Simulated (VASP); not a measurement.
# CoAuC4N4 (P-43m) in VASP: single point with PBE

Aim: the single point of CoAuC4N4 with PBE.

Everything below comes from runs of VASP 6.6.1. Logs are shortened: lines on timing, memory, paths and dates and some standing lists are left out, and cuts for length are marked.

### 1 The cell of the first run

It takes space group P-43m (No. 215, cubic). Conventional cell: a = 5.943 Å, b = 5.943 Å, c = 5.943 Å, α = 90.00°, β = 90.00°, γ = 90.00°. Co (site symmetry -43m) has 4 N at 1.89 Å within 2.5 Å. C (site symmetry 3m) has 1 N at 1.17 Å within 1.6 Å. Au (site symmetry -43m) has 4 C at 2.08 Å within 2.8 Å. Within 1.6 Å of N (site symmetry 3m) lie 1 C at 1.17 Å.

### 2 Single point, PBE, collinear spin, ferromagnetic start

File INCAR:

```
SYSTEM = CoAuC4N4
PREC = Accurate
ENCUT = 520
EDIFF = 1E-7
ISMEAR = 0
SIGMA = 0.1
LREAL = .FALSE.
LASPH = .TRUE.
NELM = 150
ALGO = Normal
ISIF = 2
LWAVE = .FALSE.
LCHARG = .FALSE.
ISPIN = 2
MAGMOM = 2.66 0 0 0 0 0.21 0 0 0 0
LORBIT = 11
LMAXMIX = 4
GGA = PE
NBANDS = 43
```

File KPOINTS:

```
regular mesh
0
G
  6 6 6
  0 0 0
```

File POSCAR:

```
CoAuC4N4
1.0
    5.9432042445      0.0000000000      0.0000000000
    0.0000000000      5.9432042445      0.0000000000
    0.0000000000      0.0000000000      5.9432042445
Co C Au N
1 4 1 4
Direct
    0.5000000000      0.5000000000      0.5000000000
    0.2019125058      0.2019125058      0.2019125058
    0.2019125058      0.7980874942      0.7980874942
    0.7980874942      0.2019125058      0.7980874942
    0.7980874942      0.7980874942      0.2019125058
    0.0000000000      0.0000000000      0.0000000000
    0.3159456867      0.3159456867      0.3159456867
    0.3159456867      0.6840543133      0.6840543133
    0.6840543133      0.3159456867      0.6840543133
    0.6840543133      0.6840543133      0.3159456867
```

Potentials or basis: VASP PAW PBE potentials, release 64 (Co, C, Au, N).

Started as:

```bash
$ cat potpaw_PBE.64/Co/POTCAR potpaw_PBE.64/C/POTCAR potpaw_PBE.64/Au/POTCAR potpaw_PBE.64/N/POTCAR > POTCAR
$ mpirun -np 1 vasp_std > vasp.out
```

OUTCAR:

```text
SYSTEM = CoAuC4N4
   PREC = Accurate
   ENCUT = 520
   EDIFF = 1E-7
   ISMEAR = 0
   LREAL = .FALSE.
   LASPH = .TRUE.
   NELM = 150
   ISIF = 2
   ISPIN = 2
   LORBIT = 11
   GGA = PE

 ion  position               nearest neighbor table
   1  0.500  0.500  0.500-   7 1.89   8 1.89   9 1.89  10 1.89
   2  0.202  0.202  0.202-   7 1.17   6 2.08
   3  0.202  0.798  0.798-   8 1.17   6 2.08
   4  0.798  0.202  0.798-   9 1.17   6 2.08
   5  0.798  0.798  0.202-  10 1.17   6 2.08
   6  0.000  0.000  0.000-   2 2.08   3 2.08   4 2.08   5 2.08
   7  0.316  0.316  0.316-   2 1.17   1 1.89
   8  0.316  0.684  0.684-   3 1.17   1 1.89
   9  0.684  0.316  0.684-   4 1.17   1 1.89
  10  0.684  0.684  0.316-   5 1.17   1 1.89

  LATTYP: Found a simple cubic cell.
 ALAT       =     5.9432042445

  Lattice vectors:

 A1 = (   5.9432042445,   0.0000000000,   0.0000000000)
 A2 = (   0.0000000000,   5.9432042445,   0.0000000000)
 A3 = (   0.0000000000,   0.0000000000,   5.9432042445)

Analysis of symmetry for initial positions (statically):
=====================================================================
 Subroutine PRICEL returns:
 Original cell was already a primitive cell.

 Routine SETGRP: Setting up the symmetry group for a
 simple cubic supercell.

 Subroutine GETGRP returns: Found 24 space group operations
 (whereof 24 operations were pure point group operations)
 out of a pool of 48 trial point group operations.

The static configuration has the point symmetry T_d .

Analysis of symmetry for dynamics (positions and initial velocities):
=====================================================================
 Subroutine PRICEL returns:
 Original cell was already a primitive cell.

 Routine SETGRP: Setting up the symmetry group for a
 simple cubic supercell.

 Subroutine GETGRP returns: Found 24 space group operations
 (whereof 24 operations were pure point group operations)
 out of a pool of 48 trial point group operations.

The dynamic configuration has the point symmetry T_d .

Analysis of structural, dynamic, and magnetic symmetry:
=====================================================================
 Subroutine PRICEL returns:
 Original cell was already a primitive cell.

 Routine SETGRP: Setting up the symmetry group for a
 simple cubic supercell.

 Subroutine GETGRP returns: Found 24 space group operations
 (whereof 24 operations were pure point group operations)
 out of a pool of 48 trial point group operations.

The overall configuration has the point symmetry T_d .

[... 159 lines left out ...]

 val. band max:       -1.5260913279   @ k =   0.1667   0.1667   0.0000
 cond. band min:      -1.5082743801   @ k =   0.3333   0.3333   0.0000
 fundamental gap:      0.0178169478
 Fermi energy:        -1.5097409005

 spin component 1

 k-point     1 :       0.0000    0.0000    0.0000
  band No.  band energies     occupation
      1     -18.6091      1.00000
      2     -18.4698      1.00000
      3     -18.4698      1.00000
      4     -18.4698      1.00000
      5      -9.4843      1.00000
      6      -8.6611      1.00000
[... 849 lines left out ...]
     39       5.9165      0.00000
     40       6.7171      0.00000
 Fermi energy:        -1.5097409005

 spin component 2

 k-point     1 :       0.0000    0.0000    0.0000
  band No.  band energies     occupation
      1     -18.4655      1.00000
      2     -18.3256      1.00000
      3     -18.3256      1.00000
      4     -18.3256      1.00000
      5      -9.2776      1.00000
      6      -8.2972      1.00000
[... 849 lines left out ...]
     39       6.1331      0.00000
     40       6.8394      0.00000
 [bands above 40 left out]

------------------------ aborting loop because EDIFF is reached ----------------------------------------

  FORCE on cell =-STRESS in cart. coord.  units (eV):
  Direction    XX          YY          ZZ          XY          YZ          ZX
  --------------------------------------------------------------------------------------
  -------------------------------------------------------------------------------------
  Total        0.3791542      0.3791542      0.3791542      0.0000000      0.0000000     -0.0000000
  in kB        2.8937729      2.8937729      2.8937729      0.0000000      0.0000000     -0.0000000
  external PRESSURE =       2.8937729 kB  Pullay stress =       0.0000000 kB

 VOLUME and BASIS-vectors are now :
 -----------------------------------------------------------------------------
  energy-cutoff  :      520.00
  volume of cell :      209.92
      direct lattice vectors                 reciprocal lattice vectors
     5.943204245  0.000000000  0.000000000     0.168259403  0.000000000  0.000000000
     0.000000000  5.943204245  0.000000000     0.000000000  0.168259403  0.000000000
     0.000000000  0.000000000  5.943204245     0.000000000  0.000000000  0.168259403

 POSITION                                       TOTAL-FORCE (eV/Angst)
 -----------------------------------------------------------------------------------
      2.97160      2.97160      2.97160        -0.000000      0.000000      0.000000
      1.20001      1.20001      1.20001        -0.200406     -0.200406     -0.200406
      1.20001      4.74320      4.74320        -0.200406      0.200406      0.200406
      4.74320      1.20001      4.74320         0.200406     -0.200406      0.200406
      4.74320      4.74320      1.20001         0.200406      0.200406     -0.200406
      0.00000      0.00000      0.00000        -0.000000      0.000000      0.000000
      1.87773      1.87773      1.87773         0.194692      0.194692      0.194692
      1.87773      4.06547      4.06547         0.194692     -0.194692     -0.194692
      4.06547      1.87773      4.06547        -0.194692      0.194692     -0.194692
      4.06547      4.06547      1.87773        -0.194692     -0.194692      0.194692
 -----------------------------------------------------------------------------------
    total drift:                               -0.000000     -0.000000     -0.000000

  FREE ENERGIE OF THE ION-ELECTRON SYSTEM (eV)
  ---------------------------------------------------
  free  energy   TOTEN  =       -74.0762343389 eV

  energy  without entropy=      -74.0238337040  energy(sigma->0) =      -74.05003402

 total charge

# of ion       s       p       d       tot
------------------------------------------
    1        0.419   0.596   7.053   8.068
    2        0.951   1.588   0.000   2.538
    3        0.951   1.588   0.000   2.538
    4        0.951   1.588   0.000   2.538
    5        0.951   1.588   0.000   2.538
    6        0.580   0.690   8.530   9.800
    7        1.299   2.605   0.000   3.904
    8        1.299   2.605   0.000   3.904
    9        1.299   2.605   0.000   3.904
   10        1.299   2.605   0.000   3.904
--------------------------------------------------
tot          9.997  18.056  15.583  43.637

 magnetization (x)

# of ion       s       p       d       tot
------------------------------------------
    1        0.010   0.082   2.484   2.576
    2        0.010   0.046   0.000   0.056
    3        0.010   0.046   0.000   0.056
    4        0.010   0.046   0.000   0.056
    5        0.010   0.046   0.000   0.056
    6        0.001   0.024   0.160   0.185
    7        0.013   0.053   0.000   0.067
    8        0.013   0.053   0.000   0.067
    9        0.013   0.053   0.000   0.067
   10        0.013   0.053   0.000   0.067
--------------------------------------------------
tot          0.105   0.505   2.644   3.254
```

OSZICAR:

```text
N       E                     dE             d eps       ncg     rms          rms(c)
DAV:   1     0.400705970191E+03    0.40071E+03   -0.24127E+04  3440   0.114E+03
DAV:   2    -0.357493238220E+02   -0.43646E+03   -0.41002E+03  3902   0.280E+02
DAV:   3    -0.887256007158E+02   -0.52976E+02   -0.51595E+02  4312   0.109E+02
[... 14 lines left out ...]
DAV:  18    -0.740762303363E+02   -0.14807E-04   -0.60829E-05  3611   0.391E-02    0.138E-02
DAV:  19    -0.740762331031E+02   -0.27668E-05   -0.39383E-06  4924   0.150E-02    0.105E-02
DAV:  20    -0.740762335923E+02   -0.48917E-06   -0.69265E-07  4047   0.460E-03    0.913E-03
DAV:  21    -0.740762343361E+02   -0.74382E-06   -0.72103E-07  3686   0.832E-03    0.827E-03
DAV:  22    -0.740762343389E+02   -0.27894E-08   -0.58822E-07  3447   0.107E-02
   1 F= -.74076234E+02 E0= -.74050034E+02  d E =-.524006E-01  mag=     3.5555
```

stdout:

```text
POSCAR found type information on POSCAR CoC AuN
 POSCAR found :  4 types and      10 ions
 scaLAPACK will be used
 LDA part: xc-table for (Slater+PW92), standard interpolation
 POSCAR, INCAR and KPOINTS ok, starting setup
 FFT: planning ... GRIDC
 FFT: planning ... GRID_SOFT
 FFT: planning ... GRID
 WAVECAR not read
 entering main loop
```

It took 15 min on 1 thread of Intel Xeon 8259CL, shared host; peak memory 0.6 GiB.

Results:

| Item | Value |
| --- | --- |
| Free energy | -74.0762 eV |
| Pressure | 0.3 GPa |
| Largest force | 0.347 eV/Å |
| Net moment | 3.55 μB per cell |
| Site moments | Co +2.58; C +0.06; Au +0.18; N +0.07 μB |
| Valence electrons inside the program's atomic spheres | Co 8.07; C 2.54; Au 9.80; N 3.90 |

Forces in eV/Å, atoms in the order of the input:
```
Co   0.000  0.000  0.000
C   -0.200 -0.200 -0.200
C   -0.200  0.200  0.200
C    0.200 -0.200  0.200
C    0.200  0.200 -0.200
Au   0.000  0.000  0.000
N    0.195  0.195  0.195
N    0.195 -0.195 -0.195
N   -0.195  0.195 -0.195
N   -0.195 -0.195  0.195
```

Levels at points of the mesh, in eV from the Fermi level:
Spin up:
```csv
k point,band 27,band 28,band 29,band 30,band 31,band 32,band 33,band 34
"(0.00, 0.00, 0.00)",-1.31,-0.53,-0.53,-0.53,4.97,4.97,4.97,5.58
"(0.50, 0.00, 0.00)",-1.15,-0.31,-0.04,-0.04,4.85,4.85,5.18,5.36
"(0.50, 0.50, 0.00)",-1.18,-0.31,-0.06,-0.06,5.13,5.13,5.21,5.21
"(0.50, 0.50, 0.50)",-1.34,-0.46,-0.46,-0.46,5.20,5.20,5.20,5.72
```
Spin down:
```
           k point  band 24  band 25  band 26  band 27  band 28  band 29
(0.00, 0.00, 0.00)    -0.38    -0.38    -0.25    -0.25     1.09     1.10
(0.50, 0.00, 0.00)    -0.40    -0.40    -0.34     0.18     1.20     1.35
(0.50, 0.50, 0.00)    -0.36    -0.36    -0.30     0.14     1.18     1.33
(0.50, 0.50, 0.50)    -0.31    -0.31    -0.16    -0.16     1.12     1.12
```

Caveat: spin-orbit coupling is left out, which moves the levels of the heavy elements; a cell with one magnetic atom can't hold antiferromagnetic order, which such compounds often take. With open d or f shells a metallic result of PBE can be an artefact of self-interaction; +U or a hybrid may open a gap.
